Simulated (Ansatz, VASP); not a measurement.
One calculation of LiAl4O, two programs

```
Li Al O
1.0
     2.55986   -5.75003    0.00000
     2.55986    5.75003    0.00000
     0.00000    0.00000    4.19105
Li Al O
1 4 1
Direct
  0.00000 0.00000 0.50000
  0.34973 0.65027 0.00000
  0.65027 0.34973 0.00000
  0.00000 0.50000 0.50000
  0.50000 0.00000 0.50000
  0.50000 0.50000 0.00000
```

Change from the starting cell: species swapped into the TmAlNi4 type (Cmmm, No. 65).

Alike in both runs: functional PBE; k mesh 8 × 8 × 8; occupations gaussian, width 0.1 eV; no spin polarisation.

Ansatz relaxed the structure, and its values are those at the end. VASP's run is a single point on that final structure, the one shown.

```csv
,VASP,Ansatz
version,VASP 6.6.1,Ansatz 0.2.0
potentials or method,"VASP PAW PBE potentials, release 64 (Li_sv, Al, O), cutoff 520 eV","scalar-relativistic, plane waves, PAW"
valence electrons in the cell,21,21
```

VASP gave:

* gap on the k mesh at the Fermi level (eV): none
* rms of the force components (eV/Å): 0.009

What did Ansatz give for the same quantities?

gap on the k mesh at the Fermi level (eV): none; rms of the force components (eV/Å): 0.000.

A gap of «none» marks a metal or a gap that the smearing closes.

Noted on VASP's run: the cutoff is short for stress, so the pressure is rough.
